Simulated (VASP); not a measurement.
Set up this calculation in VASP 6.6.1, as the native input.

```yaml
Task: single point
Functional: LDA
Potentials_or_basis: VASP PAW LDA potentials, release 64 (Ti_sv)
Cutoff: 520 eV
k_mesh: 12 × 12 × 12
Occupations: methfessel-paxton, width 0.05 eV
Spin: no spin polarisation
Dipole_correction: no
Further_INCAR_settings: ALGO = Normal; EDIFF = 1e-07; NBANDS = 12
```

The structure of Ti lies in POSCAR:

```
Ti
1.0
    0.0000000000      2.0434441004      2.0434441004
    2.0434441004      0.0000000000      2.0434441004
    2.0434441004      2.0434441004      0.0000000000
Ti
1
Direct
    0.0000000000      0.0000000000      0.0000000000
```

The input as run:

INCAR

```
SYSTEM = Ti
PREC = Accurate
ENCUT = 520
EDIFF = 1E-7
ISMEAR = 1
SIGMA = 0.05
LREAL = .FALSE.
LASPH = .TRUE.
NELM = 100
ALGO = Normal
ISIF = 2
LWAVE = .FALSE.
LCHARG = .FALSE.
NBANDS = 12
```

KPOINTS

```
Automatic mesh
0
G
  12 12 12
  0 0 0
```

Potentials or basis: VASP PAW LDA potentials, release 64 (Ti_sv).

Run with:

```console
$ cat potpaw_LDA.64/Ti_sv/POTCAR > POTCAR
$ mpirun -np 1 vasp_std > vasp.out
```

Results of the run:

* Pressure: -7.1 GPa
* Band gap on the k mesh: zero (band 6 reaches 9.02 eV, above the bottom of band 7 at 7.79 eV)

Run time: 17 s on 1 thread of Intel Xeon 8259CL (shared host), peak memory 0.13 GiB.
